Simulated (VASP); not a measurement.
# BN in VASP: settings compared, part 2 of 2

VASP 6.6.1. The steps go on from the part before.

## Step 3: Single point, r2SCAN (strain -0.5%)

POSCAR

```
BN
1.0
    0.0000000000      1.7370968217      1.7370968217
    1.7370968217      0.0000000000      1.7370968217
    1.7370968217      1.7370968217      0.0000000000
B N
1 1
Direct
    0.0000000000      0.0000000000      0.0000000000
    0.5000000000      0.5000000000      0.5000000000
```

INCAR.step1

```
ALGO = Normal ; EDIFF = 1E-4
ENCUT = 520 ; GGA = PE
ISMEAR = 0 ; LASPH = True
LCHARG = False ; LREAL = False
LWAVE = True ; NBANDS = 11
NELM = 100 ; PREC = Accurate
SIGMA = 0.01
```

INCAR.step2

```
ALGO = Normal ; EDIFF = 1E-6
ENCUT = 520 ; ISIF = 2
ISMEAR = 0 ; ISTART = 1
LASPH = True ; LCHARG = False
LMIXTAU = True ; LREAL = False
LWAVE = False ; METAGGA = R2SCAN
NBANDS = 11 ; NELM = 100
PREC = Accurate ; SIGMA = 0.01
```

KPOINTS

```
k-points
0
Gamma
  12 12 12
```

Potentials or basis: VASP PAW PBE potentials, release 64 (B, N).

Launch:

```
> cat potpaw_PBE.64/B/POTCAR potpaw_PBE.64/N/POTCAR > POTCAR
> cp INCAR.step1 INCAR
> mpirun -np 1 vasp_std > vasp.out
> cp INCAR.step2 INCAR
> mpirun -np 1 vasp_std > vasp.out
```

OUTCAR:

```text
EDIFF = 1E-6
   ENCUT = 520
   ISIF = 2
   ISMEAR = 0
   ISTART = 1
   LASPH = True
   LREAL = False
   METAGGA = R2SCAN
   NELM = 100
   PREC = Accurate

 ion  position               nearest neighbor table
   1  0.000  0.000  0.000-   2 1.74   2 1.74   2 1.74   2 1.74   2 1.74   2 1.74
   2  0.500  0.500  0.500-   1 1.74   1 1.74   1 1.74   1 1.74   1 1.74   1 1.74

  LATTYP: Found a face centered cubic cell.
 ALAT       =     3.4741936434

  Lattice vectors:

 A1 = (   0.0000000000,   1.7370968217,   1.7370968217)
 A2 = (   1.7370968217,   0.0000000000,   1.7370968217)
 A3 = (   1.7370968217,   1.7370968217,   0.0000000000)

Analysis of symmetry for initial positions (statically):
=====================================================================
 Subroutine PRICEL returns:
 Original cell was already a primitive cell.

 Routine SETGRP: Setting up the symmetry group for a
 face centered cubic supercell.

 Subroutine GETGRP returns: Found 48 space group operations
 (whereof 48 operations were pure point group operations)
 out of a pool of 48 trial point group operations.

The static configuration has the point symmetry O_h .

Analysis of symmetry for dynamics (positions and initial velocities):
=====================================================================
 Subroutine PRICEL returns:
 Original cell was already a primitive cell.

 Routine SETGRP: Setting up the symmetry group for a
 face centered cubic supercell.

 Subroutine GETGRP returns: Found 48 space group operations
 (whereof 48 operations were pure point group operations)
 out of a pool of 48 trial point group operations.

The dynamic configuration has the point symmetry O_h .

 Subroutine INISYM returns: Found 48 space group operations
 (whereof 48 operations are pure point group operations),
 and found     1 'primitive' translations

----------------------------------------------------------------------------------------

                                     Primitive cell

  volume of cell :      10.4834
[... 112 lines left out ...]
  Thomas-Fermi vector in A             =   2.608090
   LORBIT       =      0    0 simple, 1 ext, 2 COOP (PROOUT), +10 PAW based schemes
   METAGGA = R2SCAN    functional components
   LHFCALC =     F    Hartree Fock is set to
   AEXX    =    0.0000 exact exchange contribution
   IVDW    =     0    specifies the selected vdW correction
   LEPSILON=     F    determine dielectric tensor
   LRPA    =     F    only Hartree local field effects (RPA)
 non-spin polarized calculation
 Gauss-broadening in eV      SIGMA  =   0.01
  energy-cutoff  :      520.00
  volume of cell :       10.48
 maximum number of plane-waves:       295
   NGX =  9   NGY =  9   NGZ =  9

 number of electron       7.9999997 magnetization

 Free energy of the ion-electron system (eV)
  ---------------------------------------------------
  ext. energy  EPLUGINS =         0.00000000
  ---------------------------------------------------
  free energy    TOTEN  =       -15.42566103 eV

  energy without entropy =      -15.42566103  energy(sigma->0) =      -15.42566103

 E-fermi :  10.6569     XC(G=0): -14.7864

 val. band max:       10.5922425453   @ k =  -0.1667   0.1667   0.0000
 cond. band min:      12.0425982166   @ k =   0.5000   0.5000   0.0000
 fundamental gap:      1.4503556713
 Fermi energy:        10.6568707170

 k-point     1 :       0.0000    0.0000    0.0000
  band No.  band energies     occupation
      1     -13.3401      2.00000
      2       9.6595      2.00000
      3       9.6595      2.00000
      4       9.6595      2.00000
      5      20.7455      0.00000
      6      23.9094      0.00000
      7      23.9094      0.00000
      8      23.9094      0.00000
      9      30.0669      0.00000
     10      30.0669      0.00000
     11      30.0669      0.00000
[... 309 lines left out ...]
 k-point    24 :      -0.4167    0.1667    0.0000
  band No.  band energies     occupation
      1      -7.3277      2.00000
      2      -1.9227      2.00000
      3       5.8103      2.00000
      4       8.5001      2.00000
      5      16.1560      0.00000
      6      18.3811      0.00000
      7      21.6727      0.00000
      8      26.4001      0.00000
      9      34.0509      0.00000
     10      37.0003      0.00000
     11      41.2634      0.00000

 [... further k-points ...]
[... 5 lines left out ...]
  --------------------------------------------------------------------------------------
  -------------------------------------------------------------------------------------
  Total        0.4372238      0.4372238      0.4372238      0.0000000      0.0000000     -0.0000000
  in kB       66.8208968     66.8208968     66.8208968      0.0000000      0.0000000     -0.0000000
  external PRESSURE =      66.8208968 kB  Pullay stress =       0.0000000 kB

 VOLUME and BASIS-vectors are now :
 -----------------------------------------------------------------------------
  energy-cutoff  :      520.00
  volume of cell :       10.48
      direct lattice vectors                 reciprocal lattice vectors
     0.000000000  1.737096822  1.737096822    -0.287836575  0.287836575  0.287836575
     1.737096822  0.000000000  1.737096822     0.287836575 -0.287836575  0.287836575
     1.737096822  1.737096822  0.000000000     0.287836575  0.287836575 -0.287836575

 POSITION                                       TOTAL-FORCE (eV/Angst)
 -----------------------------------------------------------------------------------
      0.00000      0.00000      0.00000         0.000000     -0.000000      0.000000
      1.73710      1.73710      1.73710        -0.000000      0.000000     -0.000000
 -----------------------------------------------------------------------------------
    total drift:                               -0.000000     -0.000000     -0.000000

  FREE ENERGIE OF THE ION-ELECTRON SYSTEM (eV)
  ---------------------------------------------------
  free  energy   TOTEN  =       -15.4256610330 eV

  energy  without entropy=      -15.4256610330  energy(sigma->0) =      -15.42566103
```

OSZICAR.step1:

```text
N       E                     dE             d eps       ncg     rms          rms(c)
DAV:   1     0.123067516476E+02    0.12307E+02   -0.51222E+03  1627   0.735E+02
DAV:   2    -0.142536662765E+02   -0.26560E+02   -0.24809E+02  1870   0.159E+02
DAV:   3    -0.147664460615E+02   -0.51278E+00   -0.51176E+00  1884   0.185E+01
DAV:   4    -0.147669036603E+02   -0.45760E-03   -0.45759E-03  1740   0.599E-01
DAV:   5    -0.147669038634E+02   -0.20311E-06   -0.20312E-06  1724   0.133E-02    0.636E+00
DAV:   6    -0.139277697575E+02    0.83913E+00   -0.41310E+00  1722   0.106E+01    0.242E+00
DAV:   7    -0.139333076530E+02   -0.55379E-02   -0.81613E-02  1734   0.241E+00    0.160E+00
DAV:   8    -0.139374847096E+02   -0.41771E-02   -0.72475E-03  1680   0.642E-01    0.299E-01
DAV:   9    -0.139372435155E+02    0.24119E-03   -0.10626E-03  1740   0.174E-01    0.812E-02
DAV:  10    -0.139372500373E+02   -0.65219E-05   -0.35307E-05   879   0.467E-02
   1 F= -.13937250E+02 E0= -.13937250E+02  d E =-.294137E-65
```

Run time: 25 s. Hardware: 1 thread of Intel Xeon 6975P-C, shared host; peak memory 0.12 GiB.

What came out:

```
Free energy            : -15.4257 eV
Pressure               : 6.7 GPa
Band gap on the k mesh : 1.45 eV, indirect (least direct gap 6.57 eV)
```

Levels at points of the mesh, in eV from the valence-band top:
```
           k point  band 1  band 2  band 3  band 4  band 5  band 6  band 7  band 8  band 9
(0.00, 0.00, 0.00)  -23.93   -0.93   -0.93   -0.93   10.15   13.32   13.32   13.32   19.47
(0.50, 0.00, 0.00)  -18.49  -13.32   -0.76   -0.76    5.82    5.82    8.08   14.97   24.53
(0.50, 0.50, 0.00)  -15.58  -12.52   -6.00   -6.00    1.45    9.57   16.09   16.09   17.89
```

Caveat: the cell differs from its parent crystal (strain -0.5%); the PAW data sets were made with another functional, which shifts forces and pressure a little. A k mesh can miss the band edges.

## Step 4: Single point, PBE (epitaxial xy strain +2.0%)

INCAR

```
  ALGO = Normal
  EDIFF = 1E-6
  ENCUT = 520
  GGA = PE
  ISIF = 2
  ISMEAR = -1
  LASPH = True
  LCHARG = False
  LREAL = False
  LWAVE = False
  NBANDS = 11
  NELM = 80
  PREC = Accurate
  SIGMA = 0.02
```

KPOINTS is that of step 3.

POSCAR

```
BN
1.0
    0.0000000000      1.7807424705      1.7056900167
    1.7807424705      0.0000000000      1.7056900167
    1.7807424705      1.7807424705      0.0000000000
B N
1 1
Direct
    0.0000000000      0.0000000000      0.0000000000
    0.5000000000      0.5000000000      0.5000000000
```

Launch:

```
> cat potpaw_PBE.64/B/POTCAR potpaw_PBE.64/N/POTCAR > POTCAR
> mpirun -np 1 vasp_std > vasp.out
```

Wall time 12 s (1 thread of Intel Xeon 6975P-C, shared host); peak memory 0.13 GiB.

The run converged. Its results:

* Free energy: -13.9369 eV
* Pressure: -1.3 GPa
* Band gap on the k mesh: 0.47 eV, indirect (least direct gap 5.36 eV)

Stress tensor (GPa, compression positive):
```
-4.34  0.00  0.00
 0.00 -4.34  0.00
 0.00  0.00  4.65
```

Levels at points of the mesh, in eV from the valence-band top:
| k point | band 1 | band 2 | band 3 | band 4 | band 5 | band 6 | band 7 | band 8 |
| --- | --- | --- | --- | --- | --- | --- | --- | --- |
| (0.00, 0.00, 0.00) | -22.35 | -1.61 | -0.60 | -0.60 | 8.83 | 11.11 | 11.11 | 13.46 |
| (0.50, 0.00, 0.00) | -17.24 | -12.50 | -0.85 | -0.55 | 4.80 | 5.15 | 7.37 | 13.43 |
| (0.50, 0.50, 0.00) | -13.92 | -11.72 | -5.89 | -5.89 | 0.47 | 8.37 | 14.08 | 14.08 |
| (0.50, 0.00, 0.50) | -14.77 | -11.81 | -6.01 | -4.93 | 1.43 | 9.03 | 13.45 | 15.57 |

Caveat: the cell differs from its parent crystal (epitaxial xy strain +2.0%). A k mesh can miss the band edges.

## Step 5: Single point, PBE (strain along [111] +1.5%)

INCAR

```
SYSTEM = BN
PREC = Accurate
ENCUT = 520
EDIFF = 1E-6
ISMEAR = -1
SIGMA = 0.02
LREAL = .FALSE.
LASPH = .TRUE.
NELM = 60
ALGO = Normal
ISIF = 2
LWAVE = .FALSE.
LCHARG = .FALSE.
GGA = PE
NBANDS = 11
```

KPOINTS

```
Automatic mesh
0
G
  12 12 12
  0 0 0
```

POSCAR

```
BN
1.0
    0.0174582595      1.7632842110      1.7632842110
    1.7632842110      0.0174582595      1.7632842110
    1.7632842110      1.7632842110      0.0174582595
B N
1 1
Direct
    0.0000000000      0.0000000000      0.0000000000
    0.5000000000      0.5000000000      0.5000000000
```

Potentials or basis: VASP PAW PBE potentials, release 64 (B, N).

Launch:

```
> cat potpaw_PBE.64/B/POTCAR potpaw_PBE.64/N/POTCAR > POTCAR
> mpirun -np 1 vasp_std > vasp.out
```

OUTCAR:

```text
SYSTEM = BN
   PREC = Accurate
   ENCUT = 520
   EDIFF = 1E-6
   ISMEAR = -1
   LREAL = .FALSE.
   LASPH = .TRUE.
   NELM = 60
   ISIF = 2
   GGA = PE

 ion  position               nearest neighbor table
   1  0.000  0.000  0.000-   2 1.75   2 1.75   2 1.75   2 1.75   2 1.75   2 1.75
   2  0.500  0.500  0.500-   1 1.75   1 1.75   1 1.75   1 1.75   1 1.75   1 1.75

  LATTYP: Found a trigonal (rhomboedric) cell.
 ALAT       =     2.4937215579
 COS(alpha) =     0.5098759986

  Lattice vectors:

[... 513 lines left out ...]
      6      17.1126      0.00000
      7      20.1014      0.00000
      8      24.3885      0.00000
      9      31.9088      0.00000
     10      34.6682      0.00000
     11      39.0185      0.00000

 [... further k-points ...]
[... 5 lines left out ...]
  --------------------------------------------------------------------------------------
  -------------------------------------------------------------------------------------
  Total       -0.1233760     -0.1233760     -0.1233760     -0.4154144     -0.4154144     -0.4154144
  in kB      -18.2996320    -18.2996320    -18.2996320    -61.6159691    -61.6159691    -61.6159691
  external PRESSURE =     -18.2996320 kB  Pullay stress =       0.0000000 kB

 VOLUME and BASIS-vectors are now :
 -----------------------------------------------------------------------------
  energy-cutoff  :      520.00
  volume of cell :       10.80
      direct lattice vectors                 reciprocal lattice vectors
     0.017458260  1.763284211  1.763284211    -0.287808217  0.284986568  0.284986568
     1.763284211  0.017458260  1.763284211     0.284986568 -0.287808217  0.284986568
     1.763284211  1.763284211  0.017458260     0.284986568  0.284986568 -0.287808217

 POSITION                                       TOTAL-FORCE (eV/Angst)
 -----------------------------------------------------------------------------------
      0.00000      0.00000      0.00000         0.000000     -0.000000      0.000000
      1.77201      1.77201      1.77201        -0.000000      0.000000     -0.000000
 -----------------------------------------------------------------------------------
    total drift:                                0.000000      0.000000      0.000000

  FREE ENERGIE OF THE ION-ELECTRON SYSTEM (eV)
  ---------------------------------------------------
  free  energy   TOTEN  =       -13.9395744006 eV

  energy  without entropy=      -13.9395744005  energy(sigma->0) =      -13.93957440
```

stdout:

```text
POSCAR found type information on POSCAR B N
 POSCAR found :  2 types and       2 ions
 scaLAPACK will be used
 LDA part: xc-table for (Slater+PW92), standard interpolation
 POSCAR, INCAR and KPOINTS ok, starting setup
 FFT: planning ... GRIDC
 FFT: planning ... GRID_SOFT
 FFT: planning ... GRID
 WAVECAR not read
 entering main loop
```

Wall time 16 s (1 thread of Intel Xeon 6975P-C, shared host); peak memory 0.14 GiB.

Results:

```yaml
Free_energy: -13.9396 eV
Pressure: -1.8 GPa
Band_gap_on_the_k_mesh: 1.00 eV, indirect (least direct gap 5.62 eV)
```

Stress tensor (GPa, compression positive):
```
-1.83 -6.16 -6.16
-6.16 -1.83 -6.16
-6.16 -6.16 -1.83
```

Caveat: the cell differs from its parent crystal (strain along [111] +1.5%).

## Step 6: The runs side by side

```tsv
level	cell	k mesh	smearing	gap on the mesh (eV)	pressure (GPa)
PBE	a = 2.469, b = 2.469, c = 2.481 Å, angles 59.8, 59.8, 59.7°, 2 atoms	8 × 8 × 8	gaussian 0.01 eV	1.25	3.9
r2SCAN	a = 2.457 Å, angles 60.0°, 2 atoms	12 × 12 × 12	gaussian 0.01 eV	1.45	6.7
PBE	a = 2.466, b = 2.466, c = 2.518 Å, angles 59.3, 59.3, 61.4°, 2 atoms	12 × 12 × 12	fermi-dirac 0.02 eV	0.47	-1.3
PBE	a = 2.494 Å, angles 59.3°, 2 atoms	12 × 12 × 12	fermi-dirac 0.02 eV	1.00	-1.8
```

Alike in all rows: task single point; potentials or basis VASP PAW PBE potentials, release 64 (B, N); no spin polarisation; cutoff (eV) 520.

Caveats: the PAW data sets were made with another functional, which shifts forces and pressure a little (some runs).

Absolute energies hang on the potentials; compare differences alone.
